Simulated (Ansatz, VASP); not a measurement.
# Nb in VASP and in Ansatz

```
Nb
1.0
    -0.04230    2.09385    2.09385
     2.09385   -0.04230    2.09385
     2.09385    2.09385   -0.04230
Nb
1
Direct
  0.00000 0.00000 0.00000
```

Change from the starting cell: equal xy, yz and zx shear strains of -2 %.

Alike in both runs: task single point; functional PBE; k mesh 13 × 13 × 13; occupations fermi-dirac, width 0.08 eV; no spin polarisation.

|  | VASP | Ansatz |
| --- | --- | --- |
| version | VASP 6.6.1 | Ansatz 0.2.0 |
| potentials or method | VASP PAW PBE potentials, release 64 (Nb_sv), cutoff 520 eV | all-electron LAPW, scalar-relativistic |

Ansatz gave:

```
pressure (GPa)                                                : -1.2
traceless stress, the component that is largest in VASP (GPa) : -0.66
```

Which values does VASP return?

Pressure (GPa): -1.5; traceless stress, the component that is largest in VASP (GPa): -0.63.

Ansatz ran all-electron here, and VASP with PAW potentials.
